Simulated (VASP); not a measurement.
A run of VASP 6.6.1:

Contents of INCAR:

```
PREC = Accurate ; ENCUT = 520
EDIFF = 1E-7 ; ISMEAR = 0
SIGMA = 0.1 ; LREAL = F
LASPH = T ; NELM = 100
ALGO = Normal ; ISIF = 2
LWAVE = F ; LCHARG = F
GGA = PE ; NBANDS = 12
```

The input KPOINTS:

```
regular mesh
0
Gamma
  9 9 8
```

Contents of POSCAR:

```
Cu
1.0
    2.4315647400      0.0000000000      0.0000000000
   -1.2157823700      2.1057968357      0.0000000000
    0.0000000000      0.0000000000      2.2719933039
Cu
1
Direct
    0.0000000000      0.0000000000      0.0000000000
```

Potentials or basis: VASP PAW PBE potentials, release 64 (Cu).

The run is started by

```sh
$ cat potpaw_PBE.64/Cu/POTCAR > POTCAR
$ mpirun -np 1 vasp_std > vasp.out
```

Hardware: 1 thread of Intel Xeon 8259CL, on a shared host.

Question: Estimate the wall time of this run.

Answer: Wall time 12 s on 1 thread of Intel Xeon 8259CL, with other jobs on the host, peak memory 0.12 GiB. Counts: scf iterations 13, k points 60.
